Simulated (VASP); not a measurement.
Write the native input for VASP 6.6.1 that does the following.

* Task: single point
* Functional: PBE
* Potentials or basis: VASP PAW PBE potentials, release 64 (Ni)
* Cutoff: 600 eV
* k mesh: 14 × 14 × 14
* Occupations: fermi-dirac, width 0.1 eV
* Spin: collinear spin, ferromagnetic start
* Starting moments: [2.0] μB
* Dipole correction: no
* Further INCAR settings: ALGO = Normal; EDIFF = 1e-06; NBANDS = 15

The structure of Ni lies in POSCAR:

```
Ni
1.0
    0.0000000000      1.7672600000      1.7672600000
    1.7672600000      0.0000000000      1.7672600000
    1.7672600000      1.7672600000      0.0000000000
Ni
1
Direct
    0.0000000000      0.0000000000      0.0000000000
```

These files were run (other wordings do the same):

INCAR

```
PREC = Accurate
ENCUT = 600
EDIFF = 1E-6
ISMEAR = -1
SIGMA = 0.1
LREAL = False
LASPH = True
NELM = 200
ALGO = Normal
ISIF = 2
LWAVE = False
LCHARG = True
ISPIN = 2
MAGMOM = 2
LORBIT = 11
LMAXMIX = 4
GGA = PE
LELF = True
LVHAR = True
NBANDS = 15
GGA_COMPAT = False
```

KPOINTS

```
Automatic mesh
0
Gamma
  14 14 14
```

Potentials or basis: VASP PAW PBE potentials, release 64 (Ni).

Launch:

```sh
$ cat potpaw_PBE.64/Ni/POTCAR > POTCAR
$ mpirun -np 1 vasp_std > vasp.out
```

Results of the run:

The pressure is -2.3 GPa. The net moment is 0.60 μB per cell, the site moments are Ni +0.61 μB and the valence electrons inside the program's atomic spheres are Ni 9.29.

Wall time 16 s on 1 thread of Intel(R) Xeon(R) 6975P-C (Granite Rapids) (shared host), peak memory 0.15 GiB.
